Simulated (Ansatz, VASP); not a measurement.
**ReP2 in VASP and in Ansatz**

```xyz
3
Lattice="0.0000 2.8737 2.8737 2.8737 0.0000 2.8737 2.8737 2.8737 0.0000" Properties=species:S:1:pos:R:3 pbc="T T T"
Re    0.0000    0.0000    0.0000
P     1.4369    1.4369    1.4369
P     4.3106    4.3106    4.3106
```

Alike in both runs: functional PBE; k mesh 11 × 11 × 11; occupations fermi-dirac, width 0.03 eV; non-collinear spin, spin-orbit coupling.

Ansatz relaxed the structure, and its values are those at the end. VASP's run is a single point on that final structure, the one shown.

|  | VASP | Ansatz |
| --- | --- | --- |
| version | VASP 6.6.1 | Ansatz 0.2.0 |
| potentials or method | VASP PAW PBE potentials, release 64 (Re, P) | PAW with Ansatz's default frozen-core files, scalar-relativistic |
| plane-wave cutoff (eV) | 520 | 420 |
| valence electrons in the cell | 17 | 25 |

Ansatz gave:

```
pressure (GPa)           : 0.0
net moment per atom (μB) : 0.00
```

Q: Which values does VASP return?

A: Pressure (GPa): 0.5; net moment per atom (μB): 0.00.

The functional is the same, so the differences come from potentials, cutoffs and numerics. VASP's potentials hold 17 valence electrons a cell and Ansatz's 25, so a difference there can come from the potentials and not from the codes. Ansatz's warnings: stress scf threshold loose.
